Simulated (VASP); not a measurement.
WSe2: single point with r2SCAN

WSe2:

```xyz
6
Lattice="3.2997 0.0000 0.0000 -1.6498 2.8576 0.0000 0.0000 0.0000 13.1487" Properties=species:S:1:pos:R:3 pbc="T T T"
W     0.0000    1.9051    3.2872
W     1.6498    0.9525    9.8615
Se    1.6498    0.9525    4.9526
Se    1.6498    0.9525    1.6218
Se    0.0000    1.9051   11.5269
Se    0.0000    1.9051    8.1961
```

```
Program             : VASP 6.6.1
Task                : single point
Functional          : r2SCAN
Potentials or basis : VASP PAW PBE potentials, release 64 (W_sv, Se)
Cutoff              : 520 eV
k mesh              : 12 × 12 × 2
Occupations         : gaussian, width 0.01 eV
Spin                : no spin polarisation
```

The pressure is 1.7 GPa and the largest force is 0.008 eV/Å. The band gap on the k mesh is 1.16 eV, indirect (least direct gap 1.61 eV).

Forces in eV/Å, atoms in the order of the input:
```
W    0.000  0.000  0.000
W    0.000  0.000  0.000
Se   0.000  0.000  0.008
Se   0.000  0.000 -0.008
Se   0.000  0.000  0.008
Se   0.000  0.000 -0.008
```

Stress tensor (GPa, compression positive):
```
1.69 0.00 0.00
0.00 1.69 0.00
0.00 0.00 1.59
```

Levels at points of the mesh, in eV from the valence-band top:
```
           k point  band 24  band 25  band 26  band 27  band 28  band 29
(0.00, 0.00, 0.00)    -1.29    -1.05     0.00     2.76     2.76     2.81
(0.50, 0.00, 0.00)    -1.47    -1.33    -1.31     2.21     2.25     2.46
(0.00, 0.00, 0.50)    -1.68    -0.25    -0.25     2.77     2.77     2.77
(0.50, 0.00, 0.50)    -1.41    -1.39    -1.39     2.23     2.23     2.62
```

It took 5.1 min on 1 thread of Intel(R) Xeon(R) 6975P-C (Granite Rapids), on a shared host, peak memory 0.37 GiB.

Caveat: the PAW data sets were made with another functional, which shifts forces and pressure a little; spin-orbit coupling is left out, which moves the levels of the heavy elements. A k mesh can miss the band edges.
